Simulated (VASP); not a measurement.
Crystal: Br.

```
CELL_PARAMETERS angstrom
3.06000 0.00000 0.00000
0.00000 3.06000 0.00000
0.00000 0.00000 3.06000
ATOMIC_POSITIONS crystal
Br 0.00000 0.00000 0.00000
```

- Program: VASP 6.6.1
- Task: relaxation of cell and atoms
- Functional: PBE
- Potentials or basis: VASP PAW PBE potentials, release 64 (Br)
- Cutoff: 600 eV
- k mesh: 13 × 13 × 13
- Occupations: fermi-dirac, width 0.05 eV
- Spin: no spin polarisation

At the start: pressure 1.3 GPa; volume 28.65 Å³/atom.

Where does the relaxation end?

Over 3 steps the energy falls by 4.4 meV/atom and the volume is 29.79 Å³/atom (+4.0 %); space group Pm-3m (No. 221, to 0.1 Å) before and after.

Step by step:
```tsv
step	energy change (eV)	largest force (eV/Å)	pressure (GPa)	volume (Å³)
1	0.0000	0.0000	1.28	28.65
2	-0.0043	0.0000	0.18	29.61
3	-0.0044	0.0000	0.05	29.79
```

Final structure:
```xyz
1
Lattice="3.1001 0.0000 0.0000 0.0000 3.1001 0.0000 0.0000 0.0000 3.1001" Properties=species:S:1:pos:R:3 pbc="T T T"
Br    0.0000    0.0000    0.0000
```

Caveat: an odd number of electrons without spin polarisation forces a metal; a magnetic or distorted state may lie lower.
